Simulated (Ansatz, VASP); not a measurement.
**LiF in VASP and in Ansatz**

File INCAR:

```
  PREC = Accurate
  ENCUT = 600
  EDIFF = 1E-6
  ISMEAR = 0
  SIGMA = 0.02
  LREAL = F
  LASPH = T
  NELM = 60
  ALGO = Normal
  ISIF = 3
  LWAVE = F
  LCHARG = F
  GGA = PE
  IBRION = 2
  NSW = 100
  EDIFFG = -0.005
```

KPOINTS

```
Automatic mesh
0
Gamma
  9 9 6
```

POSCAR

```
LiF
1.0
    3.0609398175      0.0000000000      0.0000000000
   -1.5304699087      2.6508516414      0.0000000000
    0.0000000000      0.0000000000      4.8073245700
Li F
2 2
Direct
    0.3333333300      0.6666666700      0.3811542600
    0.6666666700      0.3333333300      0.8811542600
    0.3333333300      0.6666666700      0.9938437400
    0.6666666700      0.3333333300      0.4938437400
```

Input for Ansatz:

```yaml
crystal:
  lattice:
    - [3.0609398175, 0.0, 0.0]
    - [-1.5304699087, 2.6508516414, 0.0]
    - [0.0, 0.0, 4.80732457]
  atoms:
    - { symbol: Li, position: [0.33333333, 0.66666667, 0.38115426] }
    - { symbol: Li, position: [0.66666667, 0.33333333, 0.88115426] }
    - { symbol: F, position: [0.33333333, 0.66666667, 0.99384374] }
    - { symbol: F, position: [0.66666667, 0.33333333, 0.49384374] }
basis:
  ecutwfc: 520.0
kpoints:
  mp_grid: { grid: [9, 9, 6] }
hamiltonian:
  xc: pbe
scf:
  occupations: { method: gaussian, width: 0.02 }
output:
  forces: true
  stress: true
  eigenvalues: true
  write_density: true
  write_potential: true
  elf: true
  volumetric_format: npy
relax:
  adjacent_minimum: "off"
  f_tol: 0.005
  max_steps: 80
  cell: { stress_tol: 0.05 }
```

Alike in both runs: task relaxation of cell and atoms; functional PBE; k mesh 9 × 9 × 6; occupations gaussian, width 0.02 eV; no spin polarisation.

|  | VASP | Ansatz |
| --- | --- | --- |
| version | VASP 6.6.1 | Ansatz 0.2.0 |
| potentials or method | VASP PAW PBE potentials, release 64 (Li_sv, F), cutoff 600 eV | scalar-relativistic, plane waves, PAW |
| valence electrons in the cell | 20 | 20 |

```csv
,VASP,Ansatz,Ansatz less VASP
"gap on the k mesh at the Fermi level, each at its own relaxed structure (eV)",7.61,7.60,-0.016
relaxed volume (Å³/atom),10.31,10.37,+0.057
relaxed cell length with the largest relative difference (Å),4.889,4.902,+0.0126
```

Noted on VASP's run: the cutoff is short for stress, so the pressure is rough.
